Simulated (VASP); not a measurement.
# Li (Im-3m) in VASP: further runs, part 2 of 2

VASP 6.6.1. The steps go on from the part before.

## (3) Single point, PBE-based screened hybrid with 25 % exact exchange

This run uses another cell than the first one, of 21.61 Å³/atom.

File POSCAR:

```
Li
1.0
   -1.7546500000      1.7546500000      1.7546500000
    1.7546500000     -1.7546500000      1.7546500000
    1.7546500000      1.7546500000     -1.7546500000
Li
1
Direct
    0.0000000000      0.0000000000      0.0000000000
```

File INCAR.step1:

```
  PREC = Accurate
  ENCUT = 520
  EDIFF = 1E-5
  ISMEAR = -1
  SIGMA = 0.05
  LREAL = False
  LASPH = True
  NELM = 80
  ALGO = Normal
  ISIF = 2
  LWAVE = True
  NBANDS = 8
  GGA = PE
```

File INCAR.step2:

```
  PREC = Accurate
  ENCUT = 520
  EDIFF = 1E-6
  ISMEAR = -1
  SIGMA = 0.05
  LREAL = False
  LASPH = True
  NELM = 80
  ALGO = Normal
  ISIF = 2
  LWAVE = False
  LCHARG = True
  GGA = PE
  LHFCALC = True
  AEXX = 0.25
  HFSCREEN = 0.3
  PRECFOCK = Normal
  LELF = True
  LVHAR = True
  NBANDS = 8
  ISTART = 1
```

File KPOINTS:

```
Automatic mesh
0
Gamma
  6 6 6
```

Potentials or basis: VASP PAW PBE potentials, release 64 (Li_sv).

On the command line:

```bash
$ cat potpaw_PBE.64/Li_sv/POTCAR > POTCAR
$ cp INCAR.step1 INCAR
$ mpirun -np 1 vasp_std > vasp.out
$ cp INCAR.step2 INCAR
$ mpirun -np 1 vasp_std > vasp.out
```

OUTCAR:

```text
PREC = Accurate
   ENCUT = 520
   EDIFF = 1E-6
   ISMEAR = -1
   LREAL = False
   LASPH = True
   NELM = 80
   ISIF = 2
   GGA = PE
   LHFCALC = True
   AEXX = 0.25
   HFSCREEN = 0.3
   PRECFOCK = Normal
   ISTART = 1

 ion  position               nearest neighbor table
   1  0.000  0.000  0.000-

  LATTYP: Found a body centered cubic cell.
 ALAT       =     3.5093000000

  Lattice vectors:

 A1 = (  -1.7546500000,   1.7546500000,   1.7546500000)
 A2 = (   1.7546500000,  -1.7546500000,   1.7546500000)
 A3 = (   1.7546500000,   1.7546500000,  -1.7546500000)

Analysis of symmetry for initial positions (statically):
=====================================================================
 Subroutine PRICEL returns:
 Original cell was already a primitive cell.

 Routine SETGRP: Setting up the symmetry group for a
 body centered cubic supercell.

 Subroutine GETGRP returns: Found 48 space group operations
 (whereof 48 operations were pure point group operations)
 out of a pool of 48 trial point group operations.

The static configuration has the point symmetry O_h .

Analysis of symmetry for dynamics (positions and initial velocities):
=====================================================================
 Subroutine PRICEL returns:
 Original cell was already a primitive cell.

 Routine SETGRP: Setting up the symmetry group for a
 body centered cubic supercell.

 Subroutine GETGRP returns: Found 48 space group operations
 (whereof 48 operations were pure point group operations)
 out of a pool of 48 trial point group operations.

The dynamic configuration has the point symmetry O_h .

 Subroutine INISYM returns: Found 48 space group operations
 (whereof 48 operations are pure point group operations),
 and found     1 'primitive' translations

----------------------------------------------------------------------------------------

                                     Primitive cell

  volume of cell :      21.6088

  direct lattice vectors                    reciprocal lattice vectors
    -1.754650000  1.754650000  1.754650000     0.000000000  0.284957114  0.284957114
     1.754650000 -1.754650000  1.754650000     0.284957114  0.000000000  0.284957114
     1.754650000  1.754650000 -1.754650000     0.284957114  0.284957114  0.000000000

  length of vectors
     3.039142950  3.039142950  3.039142950     0.402990215  0.402990215  0.402990215

  position of ions in fractional coordinates (direct lattice)
     0.000000000  0.000000000  0.000000000

  ion indices of the primitive-cell ions
   primitive index   ion index
                 1           1

----------------------------------------------------------------------------------------

 KPOINTS: Automatic mesh

Automatic generation of k-mesh.
 Grid dimensions read from file:
 generate k-points for:    6    6    6

 Generating k-lattice:

  Cartesian coordinates                     Fractional coordinates (reciprocal lattice)
     0.000000000  0.047492852  0.047492852     0.166666667  0.000000000  0.000000000
     0.047492852  0.000000000  0.047492852     0.000000000  0.166666667  0.000000000
     0.047492852  0.047492852  0.000000000     0.000000000  0.000000000  0.166666667

  Length of vectors
     0.067165036  0.067165036  0.067165036

  Shift w.r.t. Gamma in fractional coordinates (k-lattice)
     0.000000000  0.000000000  0.000000000

 Subroutine IBZKPT returns following result:
 ===========================================

 Found     16 irreducible k-points:

 Following reciprocal coordinates:
            Coordinates               Weight
  0.000000  0.000000  0.000000      1.000000
  0.166667  0.000000  0.000000     12.000000
  0.333333  0.000000  0.000000     12.000000
  0.500000  0.000000  0.000000      6.000000
  0.166667  0.166667  0.000000     24.000000
  0.333333  0.166667  0.000000     48.000000
[... 8 lines left out ...]
  0.500000  0.500000  0.333333     12.000000
  0.500000  0.500000  0.500000      1.000000
   k-points           NKPTS =     16   k-points in BZ     NKDIM =    216   number of bands    NBANDS=      8
   number of dos      NEDOS =    301   number of ions     NIONS =      1
   total plane-waves  NPLWV =  13824
   dimension x,y,z NGX =    24 NGY =   24 NGZ =   24
   dimension x,y,z NGXF=    48 NGYF=   48 NGZF=   48
   ions per type =               1
   NGX,Y,Z   is equivalent  to a cutoff of  13.13, 13.13, 13.13 a.u.
   NGXF,Y,Z  is equivalent  to a cutoff of  26.26, 26.26, 26.26 a.u.
 SYSTEM =  unknown system
   PREC   = accura    normal or accurate (medium, high low for compatibility)
   ISTART =      1    job   : 0-new  1-cont  2-samecut
   ICHARG =      0    charge: 1-file 2-atom 10-const
   ISPIN  =      1    spin polarized calculation?
   LNONCOLLINEAR =      F non collinear calculations
   LSORBIT =      F    spin-orbit coupling
   LASPH  =      T    aspherical Exc in radial PAW
   ENCUT  =  520.0 eV  38.22 Ry    6.18 a.u.   5.65  5.65  5.65*2*pi/ulx,y,z
   NELM   =     80;   NELMIN=  2; NELMDL=  0     # of ELM steps
   EDIFF  = 0.1E-05   stopping-criterion for ELM
   LREAL  =      F    real-space projection
   EDIFFG = 0.1E-04   stopping-criterion for IOM
   NSW    =      0    number of steps for IOM
   IBRION =     -1    ionic relax: 0-MD 1-quasi-New 2-CG
   NFREE  =      0    steps in history (QN), initial steepest desc. (CG)
   ISIF   =      2    stress and relaxation
   ISYM   =      3    0-nonsym 1-usesym 2-fastsym
   POTIM  = 0.5000    time-step for ionic-motion
   TEBEG  =    0.0;   TEEND  =   0.0 temperature during run
   PSTRESS=    0.0 pullay stress
   NELECT =       3.0000    total number of electrons
   NUPDOWN=      -1.0000    fix difference up-down
   EMIN   =  10.00;   EMAX   =-10.00  energy-range for DOS
   EFERMI =   0.00;   METHOD = LEGACY
   ISMEAR =    -1;   SIGMA  =   0.05  broadening in eV -4-tet -1-fermi 0-gaus
   EFERMI_NEDOS =   21; number of points for ismear=-14 and -15
   IALGO  =     38    algorithm
   IMIX   =      1    mixing-type and parameters
     AMIX     =   0.40;   BMIX     =  1.00
     AMIX_MAG =   1.60;   BMIX_MAG =  1.00
  volume/ion in A,a.u.               =      21.61       145.82
  Fermi-wavevector in a.u.,A,eV,Ry     =   0.847692  1.601906  9.776898  0.718582
  Thomas-Fermi vector in A             =   1.963238
   LORBIT       =      0    0 simple, 1 ext, 2 COOP (PROOUT), +10 PAW based schemes
   GGA     = PE    functional components
   LHFCALC =     T    Hartree Fock is set to
   PRECFOCK=normal    Normal, Fast or Accurate (Low or Medium for compatibility)
   ENCUT4O =  -1.0   cutoff for four orbital integrals eV
   NKREDX  =     1    reduce k-point grid by
   NKREDY  =     1    reduce k-point grid by
   NKREDZ  =     1    reduce k-point grid by
   AEXX    =    0.2500 exact exchange contribution
   HFSCREEN=    0.3000 screening length (either q_TF or 0.3 A-1)
   HFSCREENC=   0.3000 screening length for correlation (either q_TF or 0.3 A-1)
   ENCUTFOCK=  -1.0 apply spherical cutoff to Coloumb kernel
   IVDW    =     0    specifies the selected vdW correction
   LEPSILON=     F    determine dielectric tensor
   LRPA    =     F    only Hartree local field effects (RPA)
 non-spin polarized calculation
  energy-cutoff  :      520.00
  volume of cell :       21.61
 maximum number of plane-waves:       603
 NGX is ok and might be reduce to    24
  NGX = 18; NGY = 18; NGZ = 18

 number of electron       2.9999991 magnetization

 Free energy of the ion-electron system (eV)
  ---------------------------------------------------
  ext. energy  EPLUGINS =         0.00000000
  ---------------------------------------------------
  free energy    TOTEN  =        -1.90366275 eV

  energy without entropy =       -1.88838477  energy(sigma->0) =       -1.89602376

 E-fermi :   0.5077     XC(G=0):  -5.9721

 val. band max:        0.0287659064   @ k =   0.1667   0.1667   0.1667
 cond. band min:       0.5203300280   @ k =   0.3333   0.1667   0.0000
 fundamental gap:      0.4915641216
 Fermi energy:         0.5077044299

 k-point     1 :       0.0000    0.0000    0.0000
  band No.  band energies     occupation
      1     -49.6688      2.00000
      2      -3.5621      2.00000
      3      15.1033      0.00000
      4      15.1033      0.00000
      5      15.1034      0.00000
      6      19.6421      0.00000
      7      19.6421      0.00000
      8      19.6421      0.00000
[... 155 lines left out ...]
 k-point    16 :       0.5000    0.5000    0.5000
  band No.  band energies     occupation
      1     -49.6433      2.00000
      2       6.2046      0.00000
      3       6.2046      0.00000
      4       6.2046      0.00000
      5       8.3414      0.00000
      6       8.3414      0.00000
      7      13.8583      0.00000
      8      28.6795      0.00000

------------------------ aborting loop because EDIFF is reached ----------------------------------------

  FORCE on cell =-STRESS in cart. coord.  units (eV):
  Direction    XX          YY          ZZ          XY          YZ          ZX
  --------------------------------------------------------------------------------------
  -------------------------------------------------------------------------------------
  Total       -0.0614329     -0.0614329     -0.0614329      0.0000000      0.0000000     -0.0000000
  in kB       -4.5549162     -4.5549162     -4.5549162      0.0000000      0.0000000     -0.0000000
  external PRESSURE =      -4.5549162 kB  Pullay stress =       0.0000000 kB

 VOLUME and BASIS-vectors are now :
 -----------------------------------------------------------------------------
  energy-cutoff  :      520.00
  volume of cell :       21.61
      direct lattice vectors                 reciprocal lattice vectors
    -1.754650000  1.754650000  1.754650000     0.000000000  0.284957114  0.284957114
     1.754650000 -1.754650000  1.754650000     0.284957114  0.000000000  0.284957114
     1.754650000  1.754650000 -1.754650000     0.284957114  0.284957114  0.000000000

 POSITION                                       TOTAL-FORCE (eV/Angst)
 -----------------------------------------------------------------------------------
      0.00000      0.00000      0.00000         0.000000      0.000000      0.000000
 -----------------------------------------------------------------------------------
    total drift:                                0.000000      0.000000      0.000000

  FREE ENERGIE OF THE ION-ELECTRON SYSTEM (eV)
  ---------------------------------------------------
  free  energy   TOTEN  =        -1.9036627478 eV

  energy  without entropy=       -1.8883847730  energy(sigma->0) =       -1.89602376
```

Wall time 85 s (1 thread of Intel Xeon Platinum 8259CL at 2.50GHz (Skylake/Cascade Lake), shared host); peak memory 0.22 GiB.

Results:

| Property | Result |
| --- | --- |
| Free energy | -1.9037 eV |
| Band gap on the k mesh | zero (an odd number of electrons rules out a gap without spin polarisation) |

Levels at points of the mesh, in eV from the Fermi level:
| k point | band 1 | band 2 | band 3 | band 4 |
| --- | --- | --- | --- | --- |
| (0.00, 0.00, 0.00) | -50.18 | -4.07 | 14.60 | 14.60 |
| (0.50, 0.00, 0.00) | -50.16 | 0.30 | 3.20 | 10.46 |
| (0.50, 0.50, 0.50) | -50.15 | 5.70 | 5.70 | 5.70 |

Caveat: the k points lie up to 0.42 Å⁻¹ apart, too coarse for converged energies and pressures of a metal; the cutoff is under 1.25 times the usual one of these potentials, so pressure, stress and relaxed cells hold a basis-set (Pulay) error; the PAW data sets were made with another functional, which shifts forces and pressure a little.

The gap in the log of VASP goes by the Fermi energy; the results here count the filled bands.